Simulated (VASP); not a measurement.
A run of VASP 6.6.1 is set up as follows.

The input INCAR:

```
SYSTEM = Fe
ALGO = Normal
EDIFF = 1E-6
EDIFFG = -0.01
ENCUT = 600
GGA = PE
IBRION = 2
ISIF = 3
ISMEAR = -1
ISPIN = 2
LASPH = .TRUE.
LCHARG = .FALSE.
LMAXMIX = 4
LORBIT = 11
LREAL = .FALSE.
LWAVE = .FALSE.
MAGMOM = 2.5 -2.5
NELM = 150
NSW = 80
PREC = Accurate
SIGMA = 0.05
```

KPOINTS

```
k-points
0
G
  12 12 9
  0 0 0
```

File POSCAR:

```
Fe
1.0
    2.5537611755      0.0000000000      0.0000000000
    0.0000000000      2.5537611755      0.0000000000
    0.0000000000      0.0000000000      3.6115636895
Fe
2
Direct
    0.0000000000      0.0000000000      0.0000000000
    0.5000000000      0.5000000000      0.5000000000
```

Potentials or basis: VASP PAW PBE potentials, release 64 (Fe).

Command:

```sh
$ cat potpaw_PBE.64/Fe/POTCAR > POTCAR
$ mpirun -np 1 vasp_std > vasp.out
```

Task: Predict the site moments.

Result: Fe +1.59, -1.59 μB.

Task: Estimate the net moment.

Result: 0.00 μB per cell.

Task: What does it give for the relaxed volume?

Result: 10.77 Å³/atom.

Task: What does it give for the relaxed cell?

Result: a = 2.419 Å, b = 2.419 Å, c = 3.682 Å, α = 90.00°, β = 90.00°, γ = 90.00°.

Stress tensor (GPa, compression positive):
```
-0.01  0.00  0.00
 0.00 -0.01  0.00
 0.00  0.00  0.12
```

Caveat: the antiferromagnetic order is the one typed at the start, and another may lie lower.
